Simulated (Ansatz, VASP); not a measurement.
HfB: VASP beside Ansatz

```
Hf B
1.0
    -2.10878    2.54708    2.93383
     2.10878   -2.54708    2.93383
     2.10878    2.54708   -2.93383
Hf B
2 2
Cartesian
  0.0000 2.5471 1.5273
  2.1088 0.0000 1.4065
  0.0000 1.1176 2.9338
  2.1088 1.4294 0.0000
```

Alike in both runs: task single point; functional PBE; k mesh 6 × 6 × 6; occupations gaussian, width 0.1 eV; no spin polarisation.

```csv
,VASP,Ansatz
version,VASP 6.6.1,Ansatz 0.2.0
potentials or method,"VASP PAW PBE potentials, release 64 (Hf_pv, B), cutoff 520 eV","scalar-relativistic, plane waves, PAW"
valence electrons in the cell,26,58
```

|  | VASP | Ansatz | Ansatz less VASP |
| --- | --- | --- | --- |
| gap on the k mesh at the Fermi level (eV) | none | none | - |
| pressure (GPa) | 19.8 | 19.7 | -0.13 |
| traceless stress, the component that is largest in VASP (GPa) | -39.84 | -39.63 | +0.205 |
| rms of the force components (eV/Å) | 4.559 | 4.530 | -0.0281 |

Atom by atom the forces differ by 0.041 eV/Å (rms over components). A gap of «none» marks a metal or a gap that the smearing closes. The functional is the same, so the differences come from potentials, cutoffs and numerics. VASP's potentials hold 26 valence electrons a cell and Ansatz's 58, so a difference there can come from the potentials and not from the codes.

Neither program's run includes spin-orbit coupling.
